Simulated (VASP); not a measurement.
Wanted: the native input for a VASP 6.6.1 run.

```yaml
Task: single point
Functional: PBE
Potentials_or_basis: VASP PAW PBE potentials, release 64 (W_sv, S)
Cutoff: 520 eV
k_mesh: 8 × 8 × 6
Occupations: fermi-dirac, width 0.05 eV
Spin: no spin polarisation
Dipole_correction: no
Further_INCAR_settings: ALGO = Normal; EDIFF = 1e-07; NBANDS = 20
```

The structure of WS2 lies in POSCAR:

```
WS2
1.0
    3.2225724724     -1.9755010262      0.0000000000
    3.2225724724      1.9755010262      0.0000000000
   -0.0031726578      0.0000000000      4.5445029641
W S
1 2
Direct
    0.0000000000      0.0000000000      0.0000000000
    0.6879000000      0.6879000000      0.2889000000
    0.3121000000      0.3121000000      0.7111000000
```

This cell differs from its parent crystal: volume scaled by 1.06.

One way to write it, as run:

INCAR

```
SYSTEM = WS2
ALGO = Normal ; EDIFF = 1E-7
ENCUT = 520 ; GGA = PE
ISIF = 2 ; ISMEAR = -1
LASPH = .True. ; LCHARG = .False.
LREAL = .False. ; LWAVE = .False.
NBANDS = 20 ; NELM = 80
PREC = Accurate ; SIGMA = 0.05
```

KPOINTS

```
k-points
0
Gamma
  8 8 6
  0 0 0
```

Potentials or basis: VASP PAW PBE potentials, release 64 (W_sv, S).

The run is started by

```sh
$ cat potpaw_PBE.64/W_sv/POTCAR potpaw_PBE.64/S/POTCAR > POTCAR
$ mpirun -np 1 vasp_std > vasp.out
```

It gave:

| Item | Value |
| --- | --- |
| Pressure | -11.3 GPa |
| Largest force | 1.575 eV/Å |
| Band gap on the k mesh | zero (band 13 reaches 6.78 eV, above the bottom of band 14 at 5.86 eV) |

Caveat: spin-orbit coupling is left out, which moves the levels of the heavy elements; forces of over 1 eV/Å act on the atoms, so gaps and moduli don't describe the material at rest.

Wall time 110 s on 1 thread of Intel Xeon 6975P-C (shared host), peak memory 0.26 GiB.
